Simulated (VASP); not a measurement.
NaCl:

```
Na Cl
1.0
     3.44778    0.00000    0.00000
     0.00000    3.44778    0.00000
     0.00000    0.00000    3.46105
Na Cl
1 1
Direct
  0.00000 0.00000 0.00000
  0.50000 0.50000 0.50000
```

This cell differs from its parent crystal: epitaxial xy strain -0.3%.

Base run:

```yaml
Program: VASP 6.6.1
Functional: PBE
Potentials_or_basis: VASP PAW PBE potentials, release 64 (Na_pv, Cl)
Cutoff: 520 eV
k_mesh: 8 × 8 × 8
Occupations: fermi-dirac, width 0.02 eV
Spin: no spin polarisation
```

Its results: band gap on the k mesh 4.12 eV (least direct gap 4.64 eV); pressure 1.3 GPa.

Task: The run is repeated on the same cell with these changes: functional from PBE to r2SCAN; occupations from fermi-dirac, width 0.02 eV to gaussian, width 0.01 eV. What comes out?

Result: Band gap on the k mesh 4.97 eV (least direct gap 5.50 eV); pressure -0.1 GPa.

Caveats: the PAW data sets were made with another functional, which shifts forces and pressure a little (at least some runs).

A k mesh can miss the band edges.
